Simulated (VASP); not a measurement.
# Cs2InI2Br4 (I4/mmm) in VASP: a series of runs, part 2 of 2

VASP 6.6.1. The steps go on from the part before.

**3. Single point, r2SCAN+D4**

Contents of POSCAR:

```
Cs2InI2Br4
1.0
   -4.2470390000      4.2470390000      4.5450460000
    4.2470390000     -4.2470390000      4.5450460000
    4.2470390000      4.2470390000     -4.5450460000
In I Cs Br
1 2 2 4
Direct
    0.0000000000      0.0000000000      0.0000000000
    0.3481500000      0.3481500000      0.0000000000
    0.6518500000      0.6518500000      0.0000000000
    0.7500000000      0.2500000000      0.5000000000
    0.2500000000      0.7500000000      0.5000000000
    0.2035600000      0.2035600000      0.4071200000
    0.2035600000      0.7964400000      0.0000000000
    0.7964400000      0.7964400000      0.5928800000
    0.7964400000      0.2035600000      0.0000000000
```

Contents of INCAR.step1:

```
SYSTEM = Cs2InI2Br4
  PREC = Accurate
  ENCUT = 550
  ISMEAR = 1
  SIGMA = 0.06
  LREAL = .False.
  LASPH = .True.
  NELM = 120
  NBANDS = 46
  GGA = PE
  ALGO = Normal
  EDIFF = 1E-5
  LWAVE = .True.
  LCHARG = .False.
  GGA_COMPAT = .False.
```

Contents of INCAR.step2:

```
SYSTEM = Cs2InI2Br4
  PREC = Accurate
  ENCUT = 550
  EDIFF = 1E-6
  ISMEAR = 1
  SIGMA = 0.06
  LREAL = .False.
  LASPH = .True.
  NELM = 120
  ALGO = Normal
  ISIF = 2
  LWAVE = .False.
  LCHARG = .False.
  METAGGA = R2SCAN
  LMIXTAU = .True.
  IVDW = 13
  VDW_S6 = 1.0
  VDW_S8 = 0.6018749
  VDW_A1 = 0.51559235
  VDW_A2 = 5.77342911
  NBANDS = 46
  ISTART = 1
  GGA_COMPAT = .False.
```

Contents of KPOINTS:

```
regular mesh
0
Gamma
  3 3 3
  0 0 0
```

Potentials or basis: VASP PAW PBE potentials, release 64 (In_d, I, Cs_sv, Br).

The run is started by

```console
$ cat potpaw_PBE.64/In_d/POTCAR potpaw_PBE.64/I/POTCAR potpaw_PBE.64/Cs_sv/POTCAR potpaw_PBE.64/Br/POTCAR > POTCAR
$ cp INCAR.step1 INCAR
$ mpirun -np 1 vasp_std > vasp.out
$ cp INCAR.step2 INCAR
$ mpirun -np 1 vasp_std > vasp.out
```

OUTCAR:

```text
SYSTEM = Cs2InI2Br4
   PREC = Accurate
   ENCUT = 550
   EDIFF = 1E-6
   ISMEAR = 1
   LREAL = .False.
   LASPH = .True.
   NELM = 120
   ISIF = 2
   METAGGA = R2SCAN
   IVDW = 13
   ISTART = 1

 ion  position               nearest neighbor table
   1  0.000  0.000  0.000-   6 2.45   8 2.45   7 2.45   9 2.45   2 3.16   3 3.16
   2  0.348  0.348  0.000-   3 2.76   1 3.16
   3  0.652  0.652  0.000-   2 2.76   1 3.16
   4  0.750  0.250  0.500-
   5  0.250  0.750  0.500-
   6  0.204  0.204  0.407-   1 2.45
   7  0.204  0.796  0.000-   1 2.45
[... 494 lines left out ...]
  Total      10.75292    10.75292     6.83562     0.00000     0.00000     0.00000
  in kB      52.53710    52.53710    33.39778     0.00000     0.00000     0.00000
  external pressure =       46.16 kB  Pullay stress =        0.00 kB

 VOLUME and BASIS-vectors are now :
 -----------------------------------------------------------------------------
  energy-cutoff  :      550.00
  volume of cell :      327.92
      direct lattice vectors                 reciprocal lattice vectors
    -4.247039000  4.247039000  4.545046000     0.000000000  0.117729081  0.110009888
     4.247039000 -4.247039000  4.545046000     0.117729081  0.000000000  0.110009888
     4.247039000  4.247039000 -4.545046000     0.117729081  0.117729081  0.000000000

 POSITION                                       TOTAL-FORCE (eV/Angst)
 -----------------------------------------------------------------------------------
      0.00000      0.00000      0.00000        -0.000000      0.000000      0.000000
      0.00000      0.00000      3.16472        -0.000000      0.000000     -2.151693
      0.00000      0.00000      5.92538        -0.000000      0.000000      2.151693
      0.00000      4.24704      2.27252        -0.000000      0.000000      0.000000
      4.24704      0.00000      2.27252        -0.000000      0.000000      0.000000
      1.72905      1.72905      0.00000         1.479835      1.479835      0.000000
      2.51798     -2.51798      4.54505        -1.479835      1.479835     -0.000000
      2.51798      2.51798      4.54505        -1.479835     -1.479835      0.000000
     -2.51798      2.51798      4.54505         1.479835     -1.479835     -0.000000
 -----------------------------------------------------------------------------------
    total drift:                               -0.000000     -0.000000     -0.000000

  FREE ENERGIE OF THE ION-ELECTRON SYSTEM (eV)
  ---------------------------------------------------
  free  energy   TOTEN  =      -185.6212955236 eV

  energy  without entropy=     -185.6197622841  energy(sigma->0) =     -185.62078444
```

Run time: 5.3 min. Hardware: 1 thread of AMD EPYC 9R45 (Zen 5), shared host; peak memory 0.57 GiB.

Results:

```
Free energy                : -185.6213 eV
Pressure                   : 4.6 GPa
Largest force              : 2.152 eV/Å
Band gap on the k mesh     : zero (an odd number of electrons rules out a gap without spin polarisation)
Dispersion energy per atom : -0.082 eV
```

Forces on the atoms (eV/Å):
```
In   0.000  0.000  0.000
I    0.000  0.000 -2.152
I    0.000  0.000  2.152
Cs   0.000  0.000  0.000
Cs   0.000  0.000  0.000
Br   1.480  1.480  0.000
Br  -1.480  1.480  0.000
Br  -1.480 -1.480  0.000
Br   1.480 -1.480  0.000
```

Caveat: the cell stands under pressure; the PAW data sets were made with another functional, which shifts forces and pressure a little; spin-orbit coupling is left out, which moves the levels of the heavy elements; an odd number of electrons without spin polarisation forces a metal; a magnetic or distorted state may lie lower.

**4. Single point, r2SCAN**

POSCAR is that of step 3.

Contents of INCAR.step1:

```
PREC = Accurate ; ENCUT = 550
ISMEAR = 1 ; SIGMA = 0.15
LREAL = F ; LASPH = T
NELM = 120 ; NBANDS = 46
GGA = PE ; ALGO = Normal
EDIFF = 1E-5 ; LWAVE = T
LCHARG = F ; GGA_COMPAT = F
```

Contents of INCAR.step2:

```
PREC = Accurate ; ENCUT = 550
EDIFF = 1E-6 ; ISMEAR = 1
SIGMA = 0.15 ; LREAL = F
LASPH = T ; NELM = 120
ALGO = Normal ; ISIF = 2
LWAVE = F ; LCHARG = F
METAGGA = R2SCAN ; LMIXTAU = T
NBANDS = 46 ; ISTART = 1
GGA_COMPAT = F
```

Contents of KPOINTS:

```
regular mesh
0
Gamma
  4 4 4
```

The run is started by

```console
$ cat potpaw_PBE.64/In_d/POTCAR potpaw_PBE.64/I/POTCAR potpaw_PBE.64/Cs_sv/POTCAR potpaw_PBE.64/Br/POTCAR > POTCAR
$ cp INCAR.step1 INCAR
$ mpirun -np 1 vasp_std > vasp.out
$ cp INCAR.step2 INCAR
$ mpirun -np 1 vasp_std > vasp.out
```

Run time: 8.7 min. Hardware: 1 thread of AMD EPYC 9R45 (Zen 5), shared host; peak memory 0.64 GiB.

Results (log left out):

```
Free energy            : -184.8878 eV
Pressure               : 5.0 GPa
Largest force          : 2.153 eV/Å
Band gap on the k mesh : zero (an odd number of electrons rules out a gap without spin polarisation)
```

Forces in eV/Å, atoms in the order of the input:
```
In   0.000  0.000  0.000
I    0.000  0.000 -2.153
I    0.000  0.000  2.153
Cs   0.000  0.000  0.000
Cs   0.000  0.000  0.000
Br   1.466  1.466  0.000
Br  -1.466  1.466  0.000
Br  -1.466 -1.466  0.000
Br   1.466 -1.466  0.000
```

Stress tensor (GPa, compression positive):
```
5.59 0.00 0.00
0.00 5.59 0.00
0.00 0.00 3.72
```

Levels at points of the mesh, in eV from the Fermi level:
```csv
k point,band 33,band 34,band 35,band 36,band 37,band 38,band 39,band 40,band 41,band 42
"(0.00, 0.00, 0.00)",-2.17,-1.97,-0.93,-0.93,0.00,2.46,3.67,4.51,4.58,4.91
"(0.50, 0.00, 0.00)",-2.04,-1.46,-1.42,-1.29,0.22,3.54,4.07,4.93,4.99,5.11
"(0.50, 0.50, 0.00)",-2.12,-2.02,-1.55,-0.94,-0.18,2.61,4.35,4.87,5.28,5.73
"(0.50, 0.50, 0.50)",-2.20,-2.06,-1.49,-1.49,-0.40,2.31,4.57,5.28,5.56,5.64
```

Caveat: the cell stands under pressure; the PAW data sets were made with another functional, which shifts forces and pressure a little; spin-orbit coupling is left out, which moves the levels of the heavy elements; an odd number of electrons without spin polarisation forces a metal; a magnetic or distorted state may lie lower.

**5. Summary**

```csv
level,k mesh,smearing,gap on the mesh (eV),pressure (GPa),largest force (eV/Å)
r2SCAN,3 × 3 × 3,methfessel-paxton 0.06 eV,none,5.0,2.15
r2SCAN+D4,3 × 3 × 3,methfessel-paxton 0.06 eV,none,4.6,2.15
r2SCAN,4 × 4 × 4,methfessel-paxton 0.15 eV,none,5.0,2.15
```

Alike in all rows: task single point; potentials or basis VASP PAW PBE potentials, release 64 (In_d, I, Cs_sv, Br); no spin polarisation; cell as given; cutoff (eV) 550.

The pressure there spans 4.6 GPa (r2SCAN+D4) to 5.0 GPa (r2SCAN); a positive pressure means that this level wants a larger cell, a negative one a smaller.

Caveats: the cell stands under pressure; the PAW data sets were made with another functional, which shifts forces and pressure a little; spin-orbit coupling is left out, which moves the levels of the heavy elements; an odd number of electrons without spin polarisation forces a metal; a magnetic or distorted state may lie lower.

Total energies depend on the potentials used, so only differences within one code and one set of settings carry meaning.
